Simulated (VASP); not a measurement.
# MnSb (P6_3/mmc) in VASP: single point with PBEsol

Aim: the single point of MnSb with PBEsol.

Everything below comes from runs of VASP 6.6.1. Logs are shortened: lines on timing, memory, paths and dates and some standing lists are left out, and cuts for length are marked.

### Step 1. The cell of the first run

It takes space group P6_3/mmc (No. 194, hexagonal). Conventional cell: a = 4.150 Å, b = 4.150 Å, c = 5.780 Å, α = 90.00°, β = 90.00°, γ = 120.00°. Sb (site symmetry -6m2) has 6 Mn at 2.80 Å and 6 Sb at 3.75 Å within 3.8 Å. Mn (site symmetry -3m) has 6 Sb at 2.80 Å and 2 Mn at 2.89 Å within 3.7 Å.

### Step 2. Single point, PBEsol, collinear spin, ferromagnetic start

Contents of INCAR:

```
ALGO = Normal
EDIFF = 1E-6
ENCUT = 680
GGA = PS
GGA_COMPAT = False
ISIF = 2
ISMEAR = -1
ISPIN = 2
LASPH = True
LCHARG = True
LELF = True
LMAXMIX = 4
LORBIT = 11
LREAL = False
LVHAR = True
LWAVE = False
MAGMOM = 0 0 2 2
NBANDS = 42
NELM = 200
NUPDOWN = 4.0
PREC = Accurate
SIGMA = 0.05
```

Contents of KPOINTS:

```
k-points
0
Gamma
  6 6 4
```

Contents of POSCAR:

```
MnSb
1.0
    4.1500000000      0.0000000000      0.0000000000
   -2.0750000000      3.5940054257      0.0000000000
    0.0000000000      0.0000000000      5.7800000000
Sb Mn
2 2
Direct
    0.6666666667      0.3333333333      0.7500000000
    0.3333333333      0.6666666667      0.2500000000
    0.0000000000      0.0000000000      0.5000000000
    0.0000000000      0.0000000000      0.0000000000
```

Potentials or basis: VASP PAW PBE potentials, release 64 (Sb_d_GW, Mn_sv).

The run is started by

```console
$ cat potpaw_PBE.64/Sb_d_GW/POTCAR potpaw_PBE.64/Mn_sv/POTCAR > POTCAR
$ mpirun -np 1 vasp_std > vasp.out
```

OUTCAR:

```text
EDIFF = 1E-6
   ENCUT = 680
   GGA = PS
   ISIF = 2
   ISMEAR = -1
   ISPIN = 2
   LASPH = True
   LORBIT = 11
   LREAL = False
   NELM = 200
   NUPDOWN = 4.0
   PREC = Accurate

 ion  position               nearest neighbor table
   1  0.667  0.333  0.750-   3 2.80   4 2.80   3 2.80   4 2.80   3 2.80   4 2.80
   2  0.333  0.667  0.250-   3 2.80   4 2.80   3 2.80   4 2.80   3 2.80   4 2.80
   3  0.000  0.000  0.500-   1 2.80   2 2.80   2 2.80   1 2.80   1 2.80   2 2.80
   4  0.000  0.000  0.000-   1 2.80   2 2.80   2 2.80   1 2.80   1 2.80   2 2.80

  LATTYP: Found a hexagonal cell.
 ALAT       =     4.1500000000
 C/A-ratio  =     1.3927710843

  Lattice vectors:

 A1 = (   4.1500000000,   0.0000000000,   0.0000000000)
 A2 = (  -2.0750000000,   3.5940054257,   0.0000000000)
 A3 = (   0.0000000000,   0.0000000000,   5.7800000000)

Analysis of symmetry for initial positions (statically):
=====================================================================
 Subroutine PRICEL returns:
 Original cell was already a primitive cell.

 Routine SETGRP: Setting up the symmetry group for a
 hexagonal supercell.

 Subroutine GETGRP returns: Found 24 space group operations
 (whereof 12 operations were pure point group operations)
 out of a pool of 24 trial point group operations.

The static configuration has the point symmetry D_3d.
 The point group associated with its full space group is D_6h.

Analysis of symmetry for dynamics (positions and initial velocities):
=====================================================================
 Subroutine PRICEL returns:
 Original cell was already a primitive cell.

 Routine SETGRP: Setting up the symmetry group for a
 hexagonal supercell.

 Subroutine GETGRP returns: Found 24 space group operations
 (whereof 12 operations were pure point group operations)
 out of a pool of 24 trial point group operations.

The dynamic configuration has the point symmetry D_3d.
 The point group associated with its full space group is D_6h.

Analysis of structural, dynamic, and magnetic symmetry:
=====================================================================
 Subroutine PRICEL returns:
 Original cell was already a primitive cell.

 Routine SETGRP: Setting up the symmetry group for a
 hexagonal supercell.

 Subroutine GETGRP returns: Found 24 space group operations
 (whereof 12 operations were pure point group operations)
 out of a pool of 24 trial point group operations.

The overall configuration has the point symmetry D_3d.
 The point group associated with its full space group is D_6h.

 Subroutine INISYM returns: Found 24 space group operations
 (whereof 12 operations are pure point group operations),
 and found     1 'primitive' translations

----------------------------------------------------------------------------------------

                                     Primitive cell

  volume of cell :      86.2094

  direct lattice vectors                    reciprocal lattice vectors
     4.150000000  0.000000000  0.000000000     0.240963855  0.139120547  0.000000000
    -2.075000000  3.594005426  0.000000000     0.000000000  0.278241094  0.000000000
     0.000000000  0.000000000  5.780000000     0.000000000  0.000000000  0.173010381

  length of vectors
     4.150000000  4.150000000  5.780000000     0.278241094  0.278241094  0.173010381

  position of ions in fractional coordinates (direct lattice)
     0.666666667  0.333333333  0.750000000
     0.333333333  0.666666667  0.250000000
     0.000000000  0.000000000  0.500000000
     0.000000000  0.000000000  0.000000000

  ion indices of the primitive-cell ions
   primitive index   ion index
                 1           1
                 2           2
                 3           3
                 4           4

----------------------------------------------------------------------------------------

 KPOINTS: k-points

Automatic generation of k-mesh.
 Grid dimensions read from file:
 generate k-points for:    6    6    4

 Generating k-lattice:

  Cartesian coordinates                     Fractional coordinates (reciprocal lattice)
     0.040160643  0.023186758  0.000000000     0.166666667  0.000000000  0.000000000
     0.000000000  0.046373516  0.000000000     0.000000000  0.166666667  0.000000000
     0.000000000  0.000000000  0.043252595     0.000000000  0.000000000  0.250000000

  Length of vectors
     0.046373516  0.046373516  0.043252595

  Shift w.r.t. Gamma in fractional coordinates (k-lattice)
     0.000000000  0.000000000  0.000000000

 Subroutine IBZKPT returns following result:
 ===========================================

 Found     21 irreducible k-points:

 Following reciprocal coordinates:
            Coordinates               Weight
  0.000000  0.000000  0.000000      1.000000
  0.166667  0.000000  0.000000      6.000000
  0.333333  0.000000  0.000000      6.000000
  0.500000  0.000000  0.000000      3.000000
  0.166667  0.166667  0.000000      6.000000
  0.333333  0.166667  0.000000     12.000000
[... 13 lines left out ...]
  0.333333  0.166667  0.500000     12.000000
  0.333333  0.333333  0.500000      2.000000
   k-points           NKPTS =     21   k-points in BZ     NKDIM =     21   number of bands    NBANDS=     42
   number of dos      NEDOS =    301   number of ions     NIONS =      4
   total plane-waves  NPLWV =  64800
   dimension x,y,z NGX =    36 NGY =   36 NGZ =   50
   dimension x,y,z NGXF=    72 NGYF=   72 NGZF=  100
   ions per type =               2   2
   NGX,Y,Z   is equivalent  to a cutoff of  14.42, 14.42, 14.38 a.u.
   NGXF,Y,Z  is equivalent  to a cutoff of  28.84, 28.84, 28.76 a.u.
 SYSTEM =  unknown system
   PREC   = accura    normal or accurate (medium, high low for compatibility)
   ISTART =      0    job   : 0-new  1-cont  2-samecut
   ICHARG =      2    charge: 1-file 2-atom 10-const
   ISPIN  =      2    spin polarized calculation?
   LNONCOLLINEAR =      F non collinear calculations
   LSORBIT =      F    spin-orbit coupling
   LASPH  =      T    aspherical Exc in radial PAW
   ENCUT  =  680.0 eV  49.98 Ry    7.07 a.u.   8.82  8.82 12.29*2*pi/ulx,y,z
   NELM   =    200;   NELMIN=  2; NELMDL= -5     # of ELM steps
   EDIFF  = 0.1E-05   stopping-criterion for ELM
   LREAL  =      F    real-space projection
[... 7 lines left out ...]
   TEBEG  =    0.0;   TEEND  =   0.0 temperature during run
   PSTRESS=    0.0 pullay stress
   NELECT =      60.0000    total number of electrons
   NUPDOWN=       4.0000    fix difference up-down
   EMIN   =  10.00;   EMAX   =-10.00  energy-range for DOS
   EFERMI =   0.00;   METHOD = LEGACY
   ISMEAR =    -1;   SIGMA  =   0.05  broadening in eV -4-tet -1-fermi 0-gaus
   EFERMI_NEDOS =   21; number of points for ismear=-14 and -15
   IALGO  =     38    algorithm
   IMIX   =      4    mixing-type and parameters
     AMIX     =   0.40;   BMIX     =  1.00
     AMIX_MAG =   1.60;   BMIX_MAG =  1.00
  volume/ion in A,a.u.               =      21.55       145.44
  Fermi-wavevector in a.u.,A,eV,Ry     =   1.450798  2.741611 28.637755  2.104816
  Thomas-Fermi vector in A             =   2.568369
   LORBIT       =     11    0 simple, 1 ext, 2 COOP (PROOUT), +10 PAW based schemes
   GGA     = PS    functional components
   LHFCALC =     F    Hartree Fock is set to
   AEXX    =    0.0000 exact exchange contribution
   IVDW    =     0    specifies the selected vdW correction
   LEPSILON=     F    determine dielectric tensor
   LRPA    =     F    only Hartree local field effects (RPA)
 spin polarized calculation
  energy-cutoff  :      680.00
  volume of cell :       86.21
 maximum number of plane-waves:      3493
 NGX is ok and might be reduce to    36
   NGX = 17   NGY = 17   NGZ = 25

 number of electron      59.9999977 magnetization       3.9999999

 Free energy of the ion-electron system (eV)
  ---------------------------------------------------
  ext. energy  EPLUGINS =         0.00000000
  ---------------------------------------------------
  free energy    TOTEN  =       -27.65852658 eV

  energy without entropy =      -27.60311887  energy(sigma->0) =      -27.63082273

 E-fermi :   7.2240     XC(G=0): -11.0729

 val. band max:        7.2184858489   @ k =   0.3333   0.0000   0.2500
 cond. band min:       6.4799599914   @ k =   0.3333   0.1667   0.5000
 fundamental gap:     -0.7385258575
 Fermi energy:         6.4389850799

 spin component 1

 k-point     1 :       0.0000    0.0000    0.0000
  band No.  band energies     occupation
      1     -73.0612      1.00000
      2     -73.0541      1.00000
      3     -42.0085      1.00000
      4     -42.0085      1.00000
      5     -42.0005      1.00000
      6     -42.0005      1.00000
[... 34 lines left out ...]
     41      14.4707      0.00000
     42      14.5571      0.00000

 k-point     2 :       0.1667    0.0000    0.0000
  band No.  band energies     occupation
      1     -73.0612      1.00000
      2     -73.0541      1.00000
      3     -42.0088      1.00000
      4     -42.0085      1.00000
      5     -42.0008      1.00000
      6     -42.0006      1.00000
[... 34 lines left out ...]
     41      13.5406      0.00000
     42      13.6395      0.00000

 k-point     3 :       0.3333    0.0000    0.0000
  band No.  band energies     occupation
      1     -73.0611      1.00000
      2     -73.0540      1.00000
      3     -42.0095      1.00000
      4     -42.0087      1.00000
      5     -42.0013      1.00000
      6     -42.0008      1.00000
[... 761 lines left out ...]
      3     -42.0055      1.00000
      4     -42.0055      1.00000
      5     -42.0049      1.00000
      6     -42.0049      1.00000
[... 34 lines left out ...]
     41      14.6346      0.00000
     42      14.7015      0.00000

 k-point    21 :       0.3333    0.3333    0.5000
  band No.  band energies     occupation
      1     -73.0576      1.00000
      2     -73.0576      1.00000
      3     -42.0055      1.00000
      4     -42.0055      1.00000
      5     -42.0053      1.00000
      6     -42.0053      1.00000
[... 34 lines left out ...]
     41      14.9375      0.00000
     42      15.1291      0.00000
 Fermi energy:         7.2240488413

 spin component 2

 k-point     1 :       0.0000    0.0000    0.0000
  band No.  band energies     occupation
      1     -70.6745      1.00000
      2     -70.6665      1.00000
      3     -39.6701      1.00000
      4     -39.5836      1.00000
      5     -39.5836      1.00000
      6     -39.5769      1.00000
[... 34 lines left out ...]
     41      14.9812      0.00000
     42      15.0759      0.00000

 k-point     2 :       0.1667    0.0000    0.0000
  band No.  band energies     occupation
      1     -70.6745      1.00000
      2     -70.6665      1.00000
      3     -39.6701      1.00000
      4     -39.5840      1.00000
      5     -39.5836      1.00000
      6     -39.5769      1.00000
[... 34 lines left out ...]
     41      13.8755      0.00000
     42      14.0526      0.00000

 k-point     3 :       0.3333    0.0000    0.0000
  band No.  band energies     occupation
      1     -70.6744      1.00000
      2     -70.6665      1.00000
      3     -39.6699      1.00000
      4     -39.5848      1.00000
      5     -39.5838      1.00000
      6     -39.5769      1.00000
[... 762 lines left out ...]
      4     -39.6235      1.00000
      5     -39.5803      1.00000
      6     -39.5803      1.00000
[... 34 lines left out ...]
     41      15.0111      0.00000
     42      15.1870      0.00000

 k-point    21 :       0.3333    0.3333    0.5000
  band No.  band energies     occupation
      1     -70.6705      1.00000
      2     -70.6705      1.00000
      3     -39.6235      1.00000
      4     -39.6235      1.00000
      5     -39.5802      1.00000
      6     -39.5802      1.00000
[... 34 lines left out ...]
     41      15.1641      0.00000
     42      15.3593      0.00000

------------------------ aborting loop because EDIFF is reached ----------------------------------------

  FORCE on cell =-STRESS in cart. coord.  units (eV):
  Direction    XX          YY          ZZ          XY          YZ          ZX
  --------------------------------------------------------------------------------------
  -------------------------------------------------------------------------------------
  Total       -7.8912551     -7.8912551     -9.4478376     -0.0000000     -0.0000000      0.0000000
  in kB     -146.6567323   -146.6567323   -175.5853750     -0.0000000     -0.0000000      0.0000000
  external PRESSURE =    -156.2996132 kB  Pullay stress =       0.0000000 kB

 VOLUME and BASIS-vectors are now :
 -----------------------------------------------------------------------------
  energy-cutoff  :      680.00
  volume of cell :       86.21
      direct lattice vectors                 reciprocal lattice vectors
     4.150000000  0.000000000  0.000000000     0.240963855  0.139120547  0.000000000
    -2.075000000  3.594005426  0.000000000     0.000000000  0.278241094  0.000000000
     0.000000000  0.000000000  5.780000000     0.000000000  0.000000000  0.173010381

 POSITION                                       TOTAL-FORCE (eV/Angst)
 -----------------------------------------------------------------------------------
      2.07500      1.19800      4.33500        -0.000000      0.000000     -0.000000
     -0.00000      2.39600      1.44500         0.000000     -0.000000     -0.000000
      0.00000      0.00000      2.89000         0.000000      0.000000      0.000000
      0.00000      0.00000      0.00000        -0.000000      0.000000      0.000000
 -----------------------------------------------------------------------------------
    total drift:                               -0.000000     -0.000000      0.000000

  FREE ENERGIE OF THE ION-ELECTRON SYSTEM (eV)
  ---------------------------------------------------
  free  energy   TOTEN  =       -27.6585265842 eV

  energy  without entropy=      -27.6031188686  energy(sigma->0) =      -27.63082273

 total charge

# of ion       s       p       d       f       tot
--------------------------------------------------
    1        1.238   1.445  10.020   0.014  12.717
    2        1.238   1.445  10.020   0.014  12.717
    3        2.155   6.011   4.739   0.000  12.905
    4        2.155   6.011   4.739   0.000  12.905
--------------------------------------------------
tot          6.785  14.912  29.518   0.028  51.242

 magnetization (x)

# of ion       s       p       d       f       tot
--------------------------------------------------
    1       -0.011  -0.184  -0.001   0.003  -0.194
    2       -0.011  -0.184  -0.001   0.003  -0.194
    3        0.013   0.003   2.125   0.000   2.141
    4        0.013   0.003   2.125   0.000   2.141
--------------------------------------------------
tot          0.004  -0.363   4.248   0.006   3.896
```

Wall time 10 min (1 thread of AMD EPYC 7R43 (Zen 3), shared host); peak memory 0.35 GiB.

What came out:

- Free energy: -27.6585 eV
- Pressure: -15.6 GPa
- Net moment: 4.00 μB per cell
- Site moments: Sb -0.19; Mn +2.14 μB
- Valence electrons inside the program's atomic spheres: Sb 12.72; Mn 12.90

Caveat: the cell stands under tension; the PAW data sets were made with another functional, which shifts forces and pressure a little; spin-orbit coupling is left out, which moves the levels of the heavy elements; the total moment is fixed, so each spin has its own Fermi level and the state may be an excited one; the run started ferromagnetic, and an antiferromagnetic order may lie lower in energy.
